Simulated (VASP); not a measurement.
Crystal: KBr.

```xyz
2
Lattice="0.0000 3.6883 3.6883 3.6883 0.0000 3.6883 3.6883 3.6883 0.0000" Properties=species:S:1:pos:R:3 pbc="T T T"
K     0.0000    0.0000    0.0000
Br    1.8441    1.8441    1.8441
```

Base run:

```yaml
Program: VASP 6.6.1
Functional: PBE
Potentials_or_basis: VASP PAW PBE potentials, release 64 (K_sv, Br)
Cutoff: 520 eV
k_mesh: 6 × 6 × 6
Occupations: gaussian, width 0.01 eV
Spin: no spin polarisation
```

Its results: band gap on the k mesh 4.28 eV, indirect (least direct gap 4.30 eV); pressure 0.3 GPa.

Task: The run is repeated on the same cell with these changes: functional from PBE to r2SCAN. What comes out?

Result: Band gap on the k mesh 4.84 eV, indirect (least direct gap 4.86 eV); pressure 0.0 GPa.

r2SCAN gives the wider gap, since meta-GGAs in the generalised Kohn-Sham scheme recover part of the derivative discontinuity.

Caveats: the PAW data sets were made with another functional, which shifts forces and pressure a little (some runs).

A k mesh can miss the band edges.
